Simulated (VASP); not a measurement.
A run of VASP 6.6.1:

Contents of INCAR:

```
  PREC = Accurate
  ENCUT = 520
  EDIFF = 1E-7
  ISMEAR = 0
  SIGMA = 0.02
  LREAL = F
  LASPH = T
  NELM = 80
  ALGO = Normal
  ISIF = 2
  LWAVE = F
  LCHARG = F
  GGA = PE
  NBANDS = 25
```

The input KPOINTS:

```
Automatic mesh
0
Gamma
  6 6 4
```

Contents of POSCAR:

```
CO2
1.0
    2.6359112300     -2.3873781200      0.0000000000
    2.6359112300      2.3873781200      0.0000000000
    0.0000000000      0.0000000000      6.5871749100
C O
2 4
Direct
    0.0000000000      0.0000000000      0.0000000000
    0.5000000000      0.5000000000      0.5000000000
    0.8035150955      0.2286862924      0.9045301641
    0.1934914300      0.8065085700      0.1081566100
    0.6934914300      0.3065085700      0.3918433900
    0.3065085700      0.6934914300      0.6081566100
```

Potentials or basis: VASP PAW PBE potentials, release 64 (C, O).

Launch:

```console
$ cat potpaw_PBE.64/C/POTCAR potpaw_PBE.64/O/POTCAR > POTCAR
$ mpirun -np 1 vasp_std > vasp.out
```

Hardware: 1 thread of AMD EPYC 7R13, with other jobs on the host.

Q: How long does it take, and how much memory?

A: Wall time 3.4 min on 1 thread of AMD EPYC 7R13 (shared host), peak memory 0.23 GiB. Counts: scf iterations 14, k points 76.
